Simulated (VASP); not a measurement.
Wanted: the native input for a VASP 6.6.1 run.

```
Task                   : relaxation of cell and atoms
Functional             : PBEsol
Potentials or basis    : VASP PAW PBE potentials, release 64 (Ge_d)
Cutoff                 : 600 eV
k mesh                 : 13 × 13 × 13
Occupations            : fermi-dirac, width 0.1 eV
Spin                   : no spin polarisation
Dipole correction      : no
Further INCAR settings : ALGO = Normal; EDIFF = 1e-06; IBRION = 2; EDIFFG = -0.005; NSW = 60; ISIF = 3
```

The structure of Ge lies in POSCAR:

```
Ge
1.0
   -2.5744897200      2.5744897200      1.3974126400
    2.5744897200     -2.5744897200      1.3974126400
    2.5744897200      2.5744897200     -1.3974126400
Ge
2
Direct
    0.2500000000      0.7500000000      0.5000000000
    0.5000000000      0.5000000000      0.0000000000
```

These files were run (other wordings do the same):

INCAR

```
SYSTEM = Ge
PREC = Accurate
ENCUT = 600
EDIFF = 1E-6
ISMEAR = -1
SIGMA = 0.1
LREAL = .False.
LASPH = .True.
NELM = 60
ALGO = Normal
ISIF = 3
LWAVE = .False.
LCHARG = .False.
GGA = PS
IBRION = 2
NSW = 60
EDIFFG = -0.005
```

KPOINTS

```
regular mesh
0
Gamma
  13 13 13
  0 0 0
```

Potentials or basis: VASP PAW PBE potentials, release 64 (Ge_d).

The run is started by

```console
$ cat potpaw_PBE.64/Ge_d/POTCAR > POTCAR
$ mpirun -np 1 vasp_std > vasp.out
```

It gave:

| Item | Value |
| --- | --- |
| Relaxed volume | 18.37 Å³/atom |
| Relaxed cell | a = 3.876 Å, b = 3.876 Å, c = 3.876 Å, α = 97.59°, β = 97.59°, γ = 137.37° |
| Space group after relaxing (to 0.1 Å) | I4_1/amd (No. 141) |
| Energy gained by relaxing | 1.2 meV/atom |
| Ionic steps | 13 |
| Pressure after relaxing | 0.0 GPa |
| Band gap on the k mesh | zero (bands 14 and 15 overlap by 5.29 eV) |

Caveat: the PAW data sets were made with another functional, which shifts forces and pressure a little.

It took 4.5 min on 1 thread of Intel(R) Xeon(R) 6975P-C (Granite Rapids), on a shared host, peak memory 0.28 GiB.
